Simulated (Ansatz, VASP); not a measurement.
# PbSe: VASP beside Ansatz

```
Pb Se
1.0
     0.00000    3.42320    3.42320
     3.42320    0.00000    3.42320
     3.42320    3.42320    0.00000
Pb Se
1 1
Direct
  0.00000 0.00000 0.00000
  0.25000 0.25000 0.25000
```

Alike in both runs: task single point; functional PBE; k mesh 6 × 6 × 6; occupations fermi-dirac, width 0.02 eV; non-collinear spin, spin-orbit coupling.

|  | VASP | Ansatz |
| --- | --- | --- |
| version | VASP 6.6.1 | Ansatz 0.2.0 |
| potentials or method | VASP PAW PBE potentials, release 64 (Pb_d, Se) | plane waves, PAW |
| plane-wave cutoff (eV) | 520 | 420 |
| valence electrons in the cell | 20 | 30 |

```csv
,VASP,Ansatz,Ansatz less VASP
pressure (GPa),0.7,0.7,-0.02
```

The functional is the same, so the differences come from potentials, cutoffs and numerics. VASP's potentials hold 20 valence electrons a cell and Ansatz's 30, so a difference there can come from the potentials and not from the codes.
